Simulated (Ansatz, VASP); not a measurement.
**HfN: VASP beside Ansatz**

The input INCAR:

```
ALGO = Normal
EDIFF = 1E-6
ENCUT = 520
GGA = PE
ISIF = 2
ISMEAR = 0
LASPH = True
LCHARG = False
LREAL = False
LWAVE = False
NBANDS = 14
NELM = 60
PREC = Accurate
SIGMA = 0.1
```

File KPOINTS:

```
k-points
0
Gamma
  6 6 6
```

POSCAR

```
HfN
1.0
    3.0602806300      0.0000000000      0.0000000000
   -1.5301403100      2.6502807700      0.0000000000
    0.0000000000      0.0000000000      2.9866823300
Hf N
1 1
Direct
    0.0000000000      0.0000000000      0.0000000000
    0.6666666700      0.3333333300      0.5000000000
```

Input for Ansatz:

```yaml
crystal:
  lattice:
    - [3.06028063, 0.0, 0.0]
    - [-1.53014031, 2.65028077, 0.0]
    - [0.0, 0.0, 2.98668233]
  atoms:
    - { symbol: Hf, position: [0.0, 0.0, 0.0] }
    - { symbol: "N", position: [0.66666667, 0.33333333, 0.5] }
basis:
  ecutwfc: 420
kpoints:
  mp_grid: { grid: [6, 6, 6] }
hamiltonian:
  xc: pbe
scf:
  occupations: { method: gaussian, width: 0.1 }
  lower_state_search: "off"
output:
  forces: true
  stress: true
  eigenvalues: true
```

Change from the starting cell: species swapped into the WC type (P-6m2, No. 187).

Alike in both runs: task single point; functional PBE; k mesh 6 × 6 × 6; occupations gaussian, width 0.1 eV; no spin polarisation.

```csv
,VASP,Ansatz
version,VASP 6.6.1,Ansatz 0.2.0
potentials or method,"VASP PAW PBE potentials, release 64 (Hf_pv, N), cutoff 520 eV","scalar-relativistic, plane waves, PAW"
valence electrons in the cell,15,31
```

```tsv
	VASP	Ansatz	Ansatz less VASP
gap on the k mesh at the Fermi level (eV)	none	none	-
pressure (GPa)	-2.6	-0.7	+1.94
traceless stress, the component that is largest in VASP (GPa)	-14.62	-14.25	+0.377
```

A gap of «none» marks a metal or a gap that the smearing closes. The functional is the same, so the differences come from potentials, cutoffs and numerics. VASP's potentials hold 15 valence electrons a cell and Ansatz's 31, so a difference there can come from the potentials and not from the codes.

The k mesh is coarse, so the values compare programs but aren't converged. Spin-orbit coupling is off throughout.
